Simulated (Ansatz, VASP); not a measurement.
**ZnS in VASP and in Ansatz**

```
CELL_PARAMETERS angstrom
3.82300 0.00000 0.00000
-1.91150 3.31082 0.00000
0.00000 0.00000 6.26100
ATOMIC_POSITIONS crystal
Zn 0.33333 0.66667 0.00000
Zn 0.66667 0.33333 0.50000
S 0.33333 0.66667 0.37500
S 0.66667 0.33333 0.87500
```

Alike in both runs: task relaxation of cell and atoms; functional PBE; k mesh 9 × 9 × 6; occupations gaussian, width 0.02 eV; no spin polarisation.

|  | VASP | Ansatz |
| --- | --- | --- |
| version | VASP 6.6.1 | Ansatz 0.2.0 |
| potentials or method | VASP PAW PBE potentials, release 64 (Zn, S), cutoff 600 eV | scalar-relativistic, plane waves, PAW |
| valence electrons in the cell | 36 | 36 |

```tsv
	VASP	Ansatz	Ansatz less VASP
gap on the k mesh at the Fermi level, each at its own relaxed structure (eV)	2.07	2.07	0.000
relaxed volume (Å³/atom)	20.22	20.18	-0.036
relaxed cell length with the largest relative difference (Å)	3.847	3.845	-0.0023
```
